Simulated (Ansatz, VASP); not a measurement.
LiF: VASP beside Ansatz

The input INCAR:

```
SYSTEM = LiF
  PREC = Accurate
  ENCUT = 750
  EDIFF = 1E-6
  ISMEAR = 0
  SIGMA = 0.01
  LREAL = .FALSE.
  LASPH = .TRUE.
  NELM = 120
  ALGO = Normal
  ISIF = 2
  LWAVE = .FALSE.
  LCHARG = .TRUE.
  GGA = PS
  LELF = .TRUE.
  LVHAR = .TRUE.
  NBANDS = 12
  GGA_COMPAT = .FALSE.
```

KPOINTS

```
regular mesh
0
G
  10 10 10
  0 0 0
```

File POSCAR:

```
LiF
1.0
    0.0000000000      2.0140000000      2.0140000000
    2.0140000000      0.0000000000      2.0140000000
    2.0140000000      2.0140000000      0.0000000000
Li F
1 1
Direct
    0.0000000000      0.0000000000      0.0000000000
    0.5000000000      0.5000000000      0.5000000000
```

Input for Ansatz:

```yaml
crystal:
  lattice:
    - [0.0, 2.014, 2.014]
    - [2.014, 0.0, 2.014]
    - [2.014, 2.014, 0.0]
  atoms:
    - { symbol: Li, position: [0.0, 0.0, 0.0] }
    - { symbol: F, position: [0.5, 0.5, 0.5] }
kpoints:
  mp_grid: { grid: [10, 10, 10] }
scf:
  occupations: { method: fixed }
hamiltonian:
  xc: pbesol
  pseudopotentials: { kind: all_electron, lapw: { basis_error: 0.001 } }
output:
  forces: true
  stress: true
  eigenvalues: true
  eigenstates:
    nscf_kmesh: { grid: [20, 20, 20] }
    de_dk: true
    e_range: [-9, 18.90458]
  optics:
    e_range: [0, 30]
    de: 0.2
    sigma: 0.15
    bands: { spectra_wanted_up_to: 30 }
    nscf_kmesh: { grid: [20, 20, 20] }
checkpoint:
  write: ck
  write_wavefunctions: false
```

Alike in both runs: task single point; functional PBEsol; k mesh 10 × 10 × 10; no spin polarisation.

```csv
,VASP,Ansatz
version,VASP 6.6.1,Ansatz 0.2.0
potentials or method,"VASP PAW PBE potentials, release 64 (Li_sv, F), cutoff 750 eV","all-electron LAPW, scalar-relativistic"
occupations,"gaussian, width 0.01 eV",fixed
```

```tsv
	VASP	Ansatz	Ansatz less VASP
gap on the k mesh at the Fermi level (eV)	8.91	8.90	-0.010
pressure (GPa)	-1.5	-1.2	+0.26
```

VASP's potentials were made for PBE, not for PBEsol. Ansatz ran all-electron here, and VASP with PAW potentials.
